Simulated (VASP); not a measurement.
The system is Ca3Sc.

```
Ca Sc
1.0
     4.71053    0.00000    0.00000
     0.00000    4.71053    0.00000
     0.00000    0.00000    4.71053
Ca Sc
3 1
Cartesian
  0.0000 2.3553 2.3553
  2.3553 0.0000 2.3553
  2.3553 2.3553 0.0000
  0.0000 0.0000 0.0000
```

| Property | Result |
| --- | --- |
| Program | VASP 6.6.1 |
| Task | relaxation of cell and atoms |
| Functional | PBE |
| Potentials or basis | VASP PAW PBE potentials, release 64 (Ca_sv, Sc_sv) |
| Cutoff | 600 eV |
| k mesh | 4 × 4 × 4 |
| Occupations | gaussian, width 0.1 eV |
| Spin | no spin polarisation |

At the start: pressure 13.1 GPa; volume 26.13 Å³/atom.

Question: Where does the relaxation end?

Answer: Over 4 steps the energy falls by 349.9 meV/atom and the volume is 36.95 Å³/atom (+41.4 %); space group Pm-3m (No. 221, to 0.05 Å).

Step by step:
```
step  energy change (eV)  largest force (eV/Å)  pressure (GPa)  volume (Å³)
   1              0.0000                0.0000           13.05       104.52
   2             -1.3697                0.0000            1.31       140.15
   3             -1.3959                0.0000           -0.42       150.48
   4             -1.3995                0.0000           -0.02       147.81
```

Final structure:
```
Ca Sc
1.0
     5.28734    0.00000    0.00000
     0.00000    5.28734    0.00000
     0.00000    0.00000    5.28734
Ca Sc
3 1
Direct
  0.00000 0.50000 0.50000
  0.50000 0.00000 0.50000
  0.50000 0.50000 0.00000
  0.00000 0.00000 0.00000
```

Caveat: the volume moved by over 15 % at a fixed basis, so the end points are rough.
